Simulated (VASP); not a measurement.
# Zr (Pm-3m) in VASP: a series of runs

The runs below take Zr through density of states, with PBEsol.

Everything below comes from runs of VASP 6.6.1. Logs are shortened: lines on timing, memory, paths and dates and some standing lists are left out, and cuts for length are marked.

### Step 1. The cell of the first run

Symmetry: Pm-3m, No. 221, cubic system. The conventional cell has a = 2.872 Å, b = 2.872 Å, c = 2.872 Å, α = 90.00°, β = 90.00°, γ = 90.00°. Zr (site symmetry m-3m) has 6 Zr at 2.87 Å within 3.8 Å.

### Step 2. Density of states, PBEsol

Contents of POSCAR:

```
Zr
1.0
    2.8724084066      0.0000000000      0.0000000000
    0.0000000000      2.8724084066      0.0000000000
    0.0000000000      0.0000000000      2.8724084066
Zr
1
Direct
    0.0000000000      0.0000000000      0.0000000000
```

Contents of INCAR.step1:

```
SYSTEM = Zr
PREC     = Accurate       ! precision mode
ENCUT    = 520            ! plane-wave cutoff, eV
EDIFF    = 1E-7           ! SCF threshold, eV
ISMEAR   = -1             ! smearing method
SIGMA    = 0.1            ! smearing width, eV
LREAL    = .FALSE.        ! projectors in reciprocal space
LASPH    = .TRUE.         ! aspherical terms in the spheres
NELM     = 80             ! most SCF steps
ALGO     = Normal         ! electronic algorithm
ISIF     = 2              ! what is computed and relaxed
LWAVE    = .FALSE.        ! write WAVECAR
LCHARG   = .TRUE.         ! write CHGCAR
LMAXMIX  = 4              ! l up to which the mixer works
GGA      = PS             ! functional
NBANDS   = 12             ! bands
```

Contents of KPOINTS.step1:

```
regular mesh
0
G
  13 13 13
  0 0 0
```

Contents of INCAR.step2:

```
SYSTEM = Zr
PREC     = Accurate       ! precision mode
ENCUT    = 520            ! plane-wave cutoff, eV
EDIFF    = 1E-7           ! SCF threshold, eV
ISMEAR   = -5             ! smearing method
SIGMA    = 0.1            ! smearing width, eV
LREAL    = .FALSE.        ! projectors in reciprocal space
LASPH    = .TRUE.         ! aspherical terms in the spheres
NELM     = 80             ! most SCF steps
ALGO     = Normal         ! electronic algorithm
ISIF     = 2              ! what is computed and relaxed
LWAVE    = .FALSE.        ! write WAVECAR
LCHARG   = .FALSE.        ! write CHGCAR
LMAXMIX  = 4              ! l up to which the mixer works
GGA      = PS             ! functional
LORBIT   = 11             ! projections on sites
NBANDS   = 12             ! bands
NEDOS    = 2001           ! points of the DOS
ICHARG   = 11             ! starting density
```

Contents of KPOINTS.step2:

```
regular mesh
0
G
  20 20 20
  0 0 0
```

Potentials or basis: VASP PAW PBE potentials, release 64 (Zr_sv).

On the command line:

```console
$ cat potpaw_PBE.64/Zr_sv/POTCAR > POTCAR
$ cp INCAR.step1 INCAR
$ cp KPOINTS.step1 KPOINTS
$ mpirun -np 1 vasp_std > vasp.out
$ cp INCAR.step2 INCAR
$ cp KPOINTS.step2 KPOINTS
$ mpirun -np 1 vasp_std > vasp.out
```

OUTCAR:

```text
SYSTEM = Zr
   PREC = Accurate
   ENCUT = 520
   EDIFF = 1E-7
   ISMEAR = -5
   LREAL = .FALSE.
   LASPH = .TRUE.
   NELM = 80
   ISIF = 2
   GGA = PS
   LORBIT = 11
   ICHARG = 11

 ion  position               nearest neighbor table
   1  0.000  0.000  0.000-

  LATTYP: Found a simple cubic cell.
 ALAT       =     2.8724084066

  Lattice vectors:

 A1 = (   2.8724084066,   0.0000000000,   0.0000000000)
 A2 = (   0.0000000000,   2.8724084066,   0.0000000000)
 A3 = (   0.0000000000,   0.0000000000,   2.8724084066)

Analysis of symmetry for initial positions (statically):
=====================================================================
 Subroutine PRICEL returns:
 Original cell was already a primitive cell.

 Routine SETGRP: Setting up the symmetry group for a
 simple cubic supercell.

 Subroutine GETGRP returns: Found 48 space group operations
 (whereof 48 operations were pure point group operations)
 out of a pool of 48 trial point group operations.

The static configuration has the point symmetry O_h .

Analysis of symmetry for dynamics (positions and initial velocities):
=====================================================================
 Subroutine PRICEL returns:
 Original cell was already a primitive cell.

 Routine SETGRP: Setting up the symmetry group for a
 simple cubic supercell.

 Subroutine GETGRP returns: Found 48 space group operations
 (whereof 48 operations were pure point group operations)
 out of a pool of 48 trial point group operations.

The dynamic configuration has the point symmetry O_h .

 Subroutine INISYM returns: Found 48 space group operations
 (whereof 48 operations are pure point group operations),
 and found     1 'primitive' translations

----------------------------------------------------------------------------------------

                                     Primitive cell

  volume of cell :      23.6995

  direct lattice vectors                    reciprocal lattice vectors
     2.872408407  0.000000000  0.000000000     0.348139909  0.000000000  0.000000000
     0.000000000  2.872408407  0.000000000     0.000000000  0.348139909  0.000000000
     0.000000000  0.000000000  2.872408407     0.000000000  0.000000000  0.348139909

  length of vectors
     2.872408407  2.872408407  2.872408407     0.348139909  0.348139909  0.348139909

  position of ions in fractional coordinates (direct lattice)
     0.000000000  0.000000000  0.000000000

  ion indices of the primitive-cell ions
   primitive index   ion index
                 1           1

----------------------------------------------------------------------------------------

 KPOINTS: regular mesh

Automatic generation of k-mesh.
 Grid dimensions read from file:
 generate k-points for:   20   20   20

 Generating k-lattice:

  Cartesian coordinates                     Fractional coordinates (reciprocal lattice)
     0.017406995  0.000000000  0.000000000     0.050000000  0.000000000  0.000000000
     0.000000000  0.017406995  0.000000000     0.000000000  0.050000000  0.000000000
     0.000000000  0.000000000  0.017406995     0.000000000  0.000000000  0.050000000

  Length of vectors
     0.017406995  0.017406995  0.017406995

  Shift w.r.t. Gamma in fractional coordinates (k-lattice)
     0.000000000  0.000000000  0.000000000

 TETIRR: Found   3982 inequivalent tetrahedra from    48000

 Subroutine IBZKPT returns following result:
 ===========================================

 Found    286 irreducible k-points:

 Following reciprocal coordinates:
            Coordinates               Weight
  0.000000  0.000000  0.000000      1.000000
  0.050000  0.000000  0.000000      6.000000
  0.100000  0.000000  0.000000      6.000000
  0.150000  0.000000  0.000000      6.000000
  0.200000  0.000000  0.000000      6.000000
  0.250000  0.000000  0.000000      6.000000
[... 16 lines left out ...]
  0.150000  0.100000  0.000000     24.000000
  0.200000  0.100000  0.000000     24.000000
 [... further k-points ...]
   k-points           NKPTS =    286   k-points in BZ     NKDIM =    286   number of bands    NBANDS=     12
   number of dos      NEDOS =   2001   number of ions     NIONS =      1
   total plane-waves  NPLWV =  13824
   dimension x,y,z NGX =    24 NGY =   24 NGZ =   24
   dimension x,y,z NGXF=    48 NGYF=   48 NGZF=   48
   ions per type =               1
   NGX,Y,Z   is equivalent  to a cutoff of  13.89, 13.89, 13.89 a.u.
   NGXF,Y,Z  is equivalent  to a cutoff of  27.78, 27.78, 27.78 a.u.
 SYSTEM =  Zr
   PREC   = accura    normal or accurate (medium, high low for compatibility)
   ISTART =      0    job   : 0-new  1-cont  2-samecut
   ICHARG =     11    charge: 1-file 2-atom 10-const
   ISPIN  =      1    spin polarized calculation?
   LNONCOLLINEAR =      F non collinear calculations
   LSORBIT =      F    spin-orbit coupling
   LASPH  =      T    aspherical Exc in radial PAW
   ENCUT  =  520.0 eV  38.22 Ry    6.18 a.u.   5.34  5.34  5.34*2*pi/ulx,y,z
   NELM   =     80;   NELMIN=  2; NELMDL=  0     # of ELM steps
   EDIFF  = 0.1E-06   stopping-criterion for ELM
   LREAL  =      F    real-space projection
   EDIFFG = 0.1E-05   stopping-criterion for IOM
   NSW    =      0    number of steps for IOM
   IBRION =     -1    ionic relax: 0-MD 1-quasi-New 2-CG
   NFREE  =      0    steps in history (QN), initial steepest desc. (CG)
   ISIF   =      2    stress and relaxation
   ISYM   =      2    0-nonsym 1-usesym 2-fastsym
   POTIM  = 0.5000    time-step for ionic-motion
   TEBEG  =    0.0;   TEEND  =   0.0 temperature during run
   PSTRESS=    0.0 pullay stress
   NELECT =      12.0000    total number of electrons
   NUPDOWN=      -1.0000    fix difference up-down
   EMIN   =  10.00;   EMAX   =-10.00  energy-range for DOS
   EFERMI =   0.00;   METHOD = LEGACY
   ISMEAR =    -5;   SIGMA  =   0.10  broadening in eV -4-tet -1-fermi 0-gaus
   EFERMI_NEDOS =   21; number of points for ismear=-14 and -15
   IALGO  =     38    algorithm
   IMIX   =      4    mixing-type and parameters
     AMIX     =   0.40;   BMIX     =  1.00
     AMIX_MAG =   1.60;   BMIX_MAG =  1.00
  volume/ion in A,a.u.               =      23.70       159.93
  Fermi-wavevector in a.u.,A,eV,Ry     =   1.304835  2.465781 23.165216  1.702595
  Thomas-Fermi vector in A             =   2.435745
   LORBIT       =     11    0 simple, 1 ext, 2 COOP (PROOUT), +10 PAW based schemes
   GGA     = PS    functional components
   LHFCALC =     F    Hartree Fock is set to
   AEXX    =    0.0000 exact exchange contribution
   IVDW    =     0    specifies the selected vdW correction
   LEPSILON=     F    determine dielectric tensor
   LRPA    =     F    only Hartree local field effects (RPA)
 non-spin polarized calculation
 Fermi weights with tetrahedron method with Bloechl corrections
  energy-cutoff  :      520.00
  volume of cell :       23.70
 maximum number of plane-waves:       659
 NGX is ok and might be reduce to    24

 number of electron      11.9999999 magnetization

 Free energy of the ion-electron system (eV)
  ---------------------------------------------------
  ext. energy  EPLUGINS =         0.00000000
  ---------------------------------------------------
  free energy    TOTEN  =        -8.20500405 eV

  energy without entropy =       -8.20500405  energy(sigma->0) =       -8.20500405

 E-fermi :   8.3436     XC(G=0): -11.0216

 val. band max:        8.3454757011   @ k =   0.4500   0.4000   0.1000
 cond. band min:       8.3362890860   @ k =   0.5000   0.2500   0.2500
 fundamental gap:     -0.0091866151
 Fermi energy:         8.3435894440

 k-point     1 :       0.0000    0.0000    0.0000
  band No.  band energies     occupation
      1     -40.1614      2.00000
      2     -17.5323      2.00000
      3     -17.5323      2.00000
      4     -17.5323      2.00000
      5       3.2096      2.00000
      6       6.5574      2.00000
      7       6.5574      2.00000
      8      14.1735      0.00000
      9      14.1735      0.00000
     10      14.1735      0.00000
     11      21.4400      0.00000
     12      21.4400      0.00000

 k-point     2 :       0.0500    0.0000    0.0000
  band No.  band energies     occupation
      1     -40.1574      2.00000
      2     -17.5688      2.00000
      3     -17.5293      2.00000
      4     -17.5293      2.00000
      5       3.2764      2.00000
      6       6.5763      2.00000
      7       6.6287      2.00000
      8      14.0489      0.00000
      9      14.0489      0.00000
     10      14.1815      0.00000
     11      21.1102      0.00000
     12      21.5964      0.00000

 k-point     3 :       0.1000    0.0000    0.0000
  band No.  band energies     occupation
      1     -40.1458      2.00000
      2     -17.6736      2.00000
      3     -17.5204      2.00000
      4     -17.5204      2.00000
      5       3.4687      2.00000
      6       6.6318      2.00000
      7       6.8400      2.00000
      8      13.7136      0.00000
      9      13.7136      0.00000
     10      14.2048      0.00000
     11      20.3271      0.00000
     12      22.0238      0.00000
[... 286 lines left out ...]
 k-point    23 :       0.1500    0.1000    0.0000
  band No.  band energies     occupation
      1     -40.1120      2.00000
      2     -17.8206      2.00000
      3     -17.6451      2.00000
      4     -17.4946      2.00000
      5       4.0197      2.00000
      6       6.9274      2.00000
      7       7.3249      2.00000
      8      12.7314      0.00000
      9      13.2638      0.00000
     10      13.8394      0.00000
     11      19.9351      0.00000
     12      21.4144      0.00000

 k-point    24 :       0.2000    0.1000    0.0000
  band No.  band energies     occupation
      1     -40.0890      2.00000
      2     -18.0160      2.00000
      3     -17.6265      2.00000
      4     -17.4771      2.00000
      5       4.3868      2.00000
      6       7.0513      2.00000
      7       7.7460      2.01656
      8      12.2205      0.00000
      9      12.7754      0.00000
     10      13.8831      0.00000
     11      19.0305      0.00000
     12      21.9841      0.00000

 [... further k-points ...]
[... 5 lines left out ...]
  --------------------------------------------------------------------------------------
  -------------------------------------------------------------------------------------
  Total       -0.0981871     -0.0981871     -0.0981871      0.0000000     -0.0000000      0.0000000
  in kB       -6.6378365     -6.6378365     -6.6378365      0.0000000     -0.0000000      0.0000000
  external PRESSURE =      -6.6378365 kB  Pullay stress =       0.0000000 kB

 VOLUME and BASIS-vectors are now :
 -----------------------------------------------------------------------------
  energy-cutoff  :      520.00
  volume of cell :       23.70
      direct lattice vectors                 reciprocal lattice vectors
     2.872408407  0.000000000  0.000000000     0.348139909  0.000000000  0.000000000
     0.000000000  2.872408407  0.000000000     0.000000000  0.348139909  0.000000000
     0.000000000  0.000000000  2.872408407     0.000000000  0.000000000  0.348139909

 POSITION                                       TOTAL-FORCE (eV/Angst)
 -----------------------------------------------------------------------------------
      0.00000      0.00000      0.00000         0.000000      0.000000      0.000000
 -----------------------------------------------------------------------------------
    total drift:                               -0.000000     -0.000000     -0.000000

  FREE ENERGIE OF THE ION-ELECTRON SYSTEM (eV)
  ---------------------------------------------------
  free  energy   TOTEN  =        -8.2050040509 eV

  energy  without entropy=       -8.2050040509  energy(sigma->0) =       -8.20500405

 total charge

# of ion       s       p       d       tot
------------------------------------------
    1        2.246   5.915   1.878  10.038
```

It took 37 s on 1 thread of AMD EPYC 9R14 (Zen 4), shared host; peak memory 0.16 GiB.

What came out:

| Property | Result |
| --- | --- |
| Valence electrons inside the program's atomic spheres | Zr 10.04 |

Caveat: the PAW data sets were made with another functional, which shifts forces and pressure a little; tetrahedron occupations give inexact forces and stress in metals.

### Step 3. Density of states, PBEsol

POSCAR is that of step 2.

Contents of INCAR.step1:

```
PREC = Accurate ; ENCUT = 520
EDIFF = 1E-6 ; ISMEAR = -1
SIGMA = 0.1 ; LREAL = F
LASPH = T ; NELM = 80
ALGO = Normal ; ISIF = 2
LWAVE = F ; LCHARG = T
LMAXMIX = 4 ; GGA = PS
NBANDS = 12
```

Contents of KPOINTS.step1:

```
Automatic mesh
0
Gamma
  13 13 13
```

Contents of INCAR.step2:

```
PREC = Accurate ; ENCUT = 520
EDIFF = 1E-6 ; ISMEAR = -5
SIGMA = 0.1 ; LREAL = F
LASPH = T ; NELM = 80
ALGO = Normal ; ISIF = 2
LWAVE = F ; LCHARG = F
LMAXMIX = 4 ; GGA = PS
LORBIT = 11 ; NBANDS = 12
NEDOS = 2001 ; ICHARG = 11
```

Contents of KPOINTS.step2:

```
Automatic mesh
0
Gamma
  20 20 20
```

Potentials or basis: VASP PAW PBE potentials, release 64 (Zr_sv).

On the command line:

```console
$ cat potpaw_PBE.64/Zr_sv/POTCAR > POTCAR
$ cp INCAR.step1 INCAR
$ cp KPOINTS.step1 KPOINTS
$ mpirun -np 1 vasp_std > vasp.out
$ cp INCAR.step2 INCAR
$ cp KPOINTS.step2 KPOINTS
$ mpirun -np 1 vasp_std > vasp.out
```

Wall time 34 s (1 thread of AMD EPYC 9R14 (Zen 4), shared host); peak memory 0.16 GiB.

Results (log left out):

```yaml
Valence_electrons_inside_the_program's_atomic_spheres: Zr 10.04
```

Levels at points of the mesh, in eV from the Fermi level:
| k point | band 3 | band 4 | band 5 | band 6 | band 7 | band 8 | band 9 | band 10 |
| --- | --- | --- | --- | --- | --- | --- | --- | --- |
| (0.00, 0.00, 0.00) | -25.88 | -25.88 | -5.13 | -1.79 | -1.79 | 5.83 | 5.83 | 5.83 |
| (0.50, 0.00, 0.00) | -25.75 | -25.75 | -2.05 | -0.90 | 0.47 | 2.59 | 2.59 | 6.17 |
| (0.50, 0.50, 0.00) | -27.03 | -25.63 | -3.22 | -0.29 | 3.29 | 3.29 | 5.18 | 5.18 |
| (0.50, 0.50, 0.50) | -26.85 | -26.85 | -1.65 | -1.65 | -1.65 | 6.55 | 8.17 | 8.17 |

Caveat: the PAW data sets were made with another functional, which shifts forces and pressure a little; tetrahedron occupations give inexact forces and stress in metals.

### Step 4. Density of states, PBEsol (volume scaled by 0.45)

Contents of POSCAR:

```
Zr
1.0
    2.2011536557      0.0000000000      0.0000000000
    0.0000000000      2.2011536557      0.0000000000
    0.0000000000      0.0000000000      2.2011536557
Zr
1
Direct
    0.0000000000      0.0000000000      0.0000000000
```

Contents of INCAR.step1:

```
ALGO     = Normal         # electronic algorithm
EDIFF    = 1E-6           # SCF threshold, eV
ENCUT    = 520            # plane-wave cutoff, eV
GGA      = PS             # functional
ISIF     = 2              # what is computed and relaxed
ISMEAR   = -1             # smearing method
LASPH    = T              # aspherical terms in the spheres
LCHARG   = T              # write CHGCAR
LMAXMIX  = 4              # l up to which the mixer works
LREAL    = F              # projectors in reciprocal space
LWAVE    = F              # write WAVECAR
NBANDS   = 12             # bands
NELM     = 100            # most SCF steps
PREC     = Accurate       # precision mode
SIGMA    = 0.1            # smearing width, eV
```

Contents of KPOINTS.step1:

```
k-points
0
Gamma
  13 13 13
```

Contents of INCAR.step2:

```
ALGO     = Normal         # electronic algorithm
EDIFF    = 1E-6           # SCF threshold, eV
ENCUT    = 520            # plane-wave cutoff, eV
GGA      = PS             # functional
ICHARG   = 11             # starting density
ISIF     = 2              # what is computed and relaxed
ISMEAR   = -5             # smearing method
LASPH    = T              # aspherical terms in the spheres
LCHARG   = F              # write CHGCAR
LMAXMIX  = 4              # l up to which the mixer works
LORBIT   = 11             # projections on sites
LREAL    = F              # projectors in reciprocal space
LWAVE    = F              # write WAVECAR
NBANDS   = 12             # bands
NEDOS    = 1001           # points of the DOS
NELM     = 100            # most SCF steps
PREC     = Accurate       # precision mode
SIGMA    = 0.1            # smearing width, eV
```

Contents of KPOINTS.step2:

```
k-points
0
Gamma
  20 20 20
```

Potentials or basis: VASP PAW PBE potentials, release 64 (Zr_sv).

On the command line:

```console
$ cat potpaw_PBE.64/Zr_sv/POTCAR > POTCAR
$ cp INCAR.step1 INCAR
$ cp KPOINTS.step1 KPOINTS
$ mpirun -np 1 vasp_std > vasp.out
$ cp INCAR.step2 INCAR
$ cp KPOINTS.step2 KPOINTS
$ mpirun -np 1 vasp_std > vasp.out
```

OUTCAR:

```text
EDIFF = 1E-6
   ENCUT = 520
   GGA = PS
   ICHARG = 11
   ISIF = 2
   ISMEAR = -5
   LASPH = T
   LORBIT = 11
   LREAL = F
   NELM = 100
   PREC = Accurate

 ion  position               nearest neighbor table
   1  0.000  0.000  0.000-

  LATTYP: Found a simple cubic cell.
 ALAT       =     2.2011536557

  Lattice vectors:

 A1 = (   2.2011536557,   0.0000000000,   0.0000000000)
 A2 = (   0.0000000000,   2.2011536557,   0.0000000000)
 A3 = (   0.0000000000,   0.0000000000,   2.2011536557)

Analysis of symmetry for initial positions (statically):
[... 537 lines left out ...]
     12      42.3868      0.00000

 [... further k-points ...]
[... 5 lines left out ...]
  --------------------------------------------------------------------------------------
  -------------------------------------------------------------------------------------
  Total       19.4427716     19.4427716     19.4427716      0.0000000     -0.0000000      0.0000000
  in kB     2920.9066383   2920.9066383   2920.9066383      0.0000000     -0.0000000      0.0000000
  external PRESSURE =    2920.9066383 kB  Pullay stress =       0.0000000 kB

 VOLUME and BASIS-vectors are now :
 -----------------------------------------------------------------------------
  energy-cutoff  :      520.00
  volume of cell :       10.66
      direct lattice vectors                 reciprocal lattice vectors
     2.201153656  0.000000000  0.000000000     0.454307221  0.000000000  0.000000000
     0.000000000  2.201153656  0.000000000     0.000000000  0.454307221  0.000000000
     0.000000000  0.000000000  2.201153656     0.000000000  0.000000000  0.454307221

 POSITION                                       TOTAL-FORCE (eV/Angst)
 -----------------------------------------------------------------------------------
      0.00000      0.00000      0.00000         0.000000      0.000000      0.000000
 -----------------------------------------------------------------------------------
    total drift:                                0.000000      0.000000      0.000000

  FREE ENERGIE OF THE ION-ELECTRON SYSTEM (eV)
  ---------------------------------------------------
  free  energy   TOTEN  =        -2.3522936534 eV

  energy  without entropy=       -2.3522936534  energy(sigma->0) =       -2.35229365

 total charge

# of ion       s       p       d       tot
------------------------------------------
    1        2.298   6.032   3.567  11.897
```

Wall time 17 s (1 thread of Intel Xeon Platinum 8488C (Sapphire Rapids), shared host); peak memory 0.15 GiB.

Results:

* Valence electrons inside the program's atomic spheres: Zr 11.90

Caveat: the PAW data sets were made with another functional, which shifts forces and pressure a little; tetrahedron occupations give inexact forces and stress in metals.
